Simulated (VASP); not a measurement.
A run of VASP 6.6.1:

The input POSCAR:

```
GaCu3
1.0
    3.7193379655      0.0000000000      0.0000000000
    0.0000000000      3.7193379655      0.0000000000
    0.0000000000      0.0000000000      3.7193379655
Ga Cu
1 3
Direct
    0.0000000000      0.0000000000      0.0000000000
    0.5000000000      0.0000000000      0.5000000000
    0.5000000000      0.5000000000      0.0000000000
    0.0000000000      0.5000000000      0.5000000000
```

Contents of INCAR.step1:

```
SYSTEM = GaCu3
ALGO = Normal
EDIFF = 1E-4
ENCUT = 520
GGA = PE
ISMEAR = 0
LASPH = .TRUE.
LCHARG = .FALSE.
LREAL = .FALSE.
LWAVE = .TRUE.
NBANDS = 31
NELM = 100
PREC = Accurate
SIGMA = 0.1
```

Contents of INCAR.step2:

```
SYSTEM = GaCu3
ALGO = Normal
EDIFF = 1E-6
ENCUT = 520
ISIF = 2
ISMEAR = 0
ISTART = 1
LASPH = .TRUE.
LCHARG = .TRUE.
LELF = .TRUE.
LMIXTAU = .TRUE.
LREAL = .FALSE.
LVHAR = .TRUE.
LWAVE = .FALSE.
METAGGA = R2SCAN
NBANDS = 31
NELM = 100
PREC = Accurate
SIGMA = 0.1
```

Contents of KPOINTS:

```
k-points
0
G
  12 12 12
  0 0 0
```

Potentials or basis: VASP PAW PBE potentials, release 64 (Ga_d, Cu).

Launch:

```console
$ cat potpaw_PBE.64/Ga_d/POTCAR potpaw_PBE.64/Cu/POTCAR > POTCAR
$ cp INCAR.step1 INCAR
$ mpirun -np 1 vasp_std > vasp.out
$ cp INCAR.step2 INCAR
$ mpirun -np 1 vasp_std > vasp.out
```

Hardware: 1 thread of Intel(R) Xeon(R) Platinum 8375C CPU @ 2.90GHz (Ice Lake) (shared host).

**Question.** How long does it take, and how much memory?

**Answer.** It took 5.2 min on 1 thread of Intel(R) Xeon(R) Platinum 8375C CPU @ 2.90GHz (Ice Lake), on a shared host, peak memory 0.24 GiB. Counts: k points 84.
